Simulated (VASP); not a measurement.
Wanted: the native input for a VASP 6.6.1 run.

- Task: single point
- Functional: PBE
- Potentials or basis: VASP PAW PBE potentials, release 64 (Pd)
- Cutoff: 520 eV
- k mesh: 12 × 8 × 1
- Occupations: fermi-dirac, width 0.1 eV
- Spin: no spin polarisation
- Dipole correction: yes
- Further INCAR settings: ALGO = Normal; EDIFF = 1e-07; NBANDS = 39

The structure of Pd lies in POSCAR:

```
Pd
1.0
    2.7903171770      0.0000000000      0.0000000000
    0.0000000000      3.9461043950      0.0000000000
    0.0000000000      0.0000000000     22.9758000000
Pd
6
Direct
    0.2500000000      0.2500000000      0.3520253993
    0.7500000000      0.7500000000      0.4072897129
    0.2500000000      0.2500000000      0.4700204948
    0.7500000000      0.7500000000      0.5299795078
    0.2500000000      0.2500000000      0.5927102865
    0.7500000000      0.7500000000      0.6479745987
```

These files were run (other wordings do the same):

INCAR

```
SYSTEM = Pd
ALGO = Normal ; DIPOL = 0.5 0.5 0.500
EDIFF = 1E-7 ; ENCUT = 520
GGA = PE ; IDIPOL = 3
ISIF = 2 ; ISMEAR = -1
LASPH = .True. ; LCHARG = .True.
LDIPOL = .True. ; LELF = .True.
LREAL = .False. ; LVACPOTAV = .True.
LVHAR = .True. ; LWAVE = .False.
NBANDS = 39 ; NELM = 100
PREC = Accurate ; SIGMA = 0.1
```

KPOINTS

```
k-points
0
Gamma
  12 8 1
  0 0 0
```

Potentials or basis: VASP PAW PBE potentials, release 64 (Pd).

Launch:

```console
$ cat potpaw_PBE.64/Pd/POTCAR > POTCAR
$ mpirun -np 1 vasp_std > vasp.out
```

It gave:

| Property | Result |
| --- | --- |
| Largest force | 0.021 eV/Å |
| Band gap on the k mesh | zero (bands 30 and 31 overlap by 0.39 eV) |

It took 15 min on 1 thread of Oxide Virtual Turin-like Processor (shared host), peak memory 0.46 GiB.
